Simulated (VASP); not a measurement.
Crystal: Ta2AlC2N.

```
Ta Al C N
1.0
    -1.83294    1.83294    5.57725
     1.83294   -1.83294    5.57725
     1.83294    1.83294   -5.57725
Ta Al C N
2 1 2 1
Direct
  0.75000 0.25000 0.50000
  0.25000 0.75000 0.50000
  0.00000 0.00000 0.00000
  0.35902 0.35902 0.00000
  0.64098 0.64098 0.00000
  0.50000 0.50000 0.00000
```

The cell was generated, and may not be a known phase.

```yaml
Program: VASP 6.6.1
Task: relaxation of cell and atoms
Functional: PBE
Potentials_or_basis: VASP PAW PBE potentials, release 64 (Ta_pv, Al, C, N)
Cutoff: 600 eV
k_mesh: 6 × 6 × 6
Occupations: gaussian, width 0.1 eV
Spin: no spin polarisation
```

At the start: pressure 10.8 GPa; volume 12.49 Å³/atom.

**Question.** Where does the relaxation end?

**Answer.** Over 20 steps the energy falls by 491.0 meV/atom and the volume is 12.08 Å³/atom (-3.3 %); space group I4/mmm (No. 139, to 0.1 Å) before and after.

Step by step:
```
step  energy change (eV)  largest force (eV/Å)  pressure (GPa)  volume (Å³)
   1              0.0000                2.1273           10.79        74.95
   2             -1.1425                1.0865          -13.04        84.08
   3             -1.1756                0.7933          -15.34        85.99
   4             -1.2204                7.1819            1.57        82.30
   5             -1.5901                1.9192           -8.26        83.91
   6             -1.8872                1.3347           -2.03        79.64
   7             -1.9617                0.9165            5.38        76.03
   8             -2.1203                0.1408            2.87        76.47
   9             -2.2607                2.1075           -2.71        77.61
  10             -2.2836                1.4727           -1.27        77.30
  11             -2.4037                1.5868           -1.80        77.34
  12             -2.6701                1.5167           -2.85        77.22
  13             -2.8558                1.0345           -3.28        75.88
  14             -2.8563                0.4403           -3.49        76.22
  15             -2.8579                0.5581           -3.45        76.15
  16             -2.8942                0.4377           -1.34        74.81
  17             -2.9213                0.2399            3.15        72.34
  18             -2.9379                0.2422            1.74        72.09
  19             -2.9386                0.3702            1.38        72.01
  20             -2.9461                0.0115            0.03        72.48
```

Final structure:
```cif
data_structure
_symmetry_space_group_name_H-M 'P 1'
_symmetry_Int_Tables_number 1
_cell_length_a 4.7879
_cell_length_b 4.7879
_cell_length_c 4.7879
_cell_angle_alpha 123.917
_cell_angle_beta 123.917
_cell_angle_gamma 83.340
_cell_volume 72.48
loop_
_atom_site_label
_atom_site_type_symbol
_atom_site_fract_x
_atom_site_fract_y
_atom_site_fract_z
_atom_site_occupancy
Ta1 Ta 0.75000 0.25000 0.50000 1
Ta2 Ta 0.25000 0.75000 0.50000 1
Al1 Al 0.00000 0.00000 0.00000 1
C1 C 0.31886 0.31886 0.00000 1
C2 C 0.68114 0.68114 0.00000 1
N1 N 0.50000 0.50000 0.00000 1
```

Caveat: a cell axis changed by over 15 % at a fixed basis, so the end point is rough.
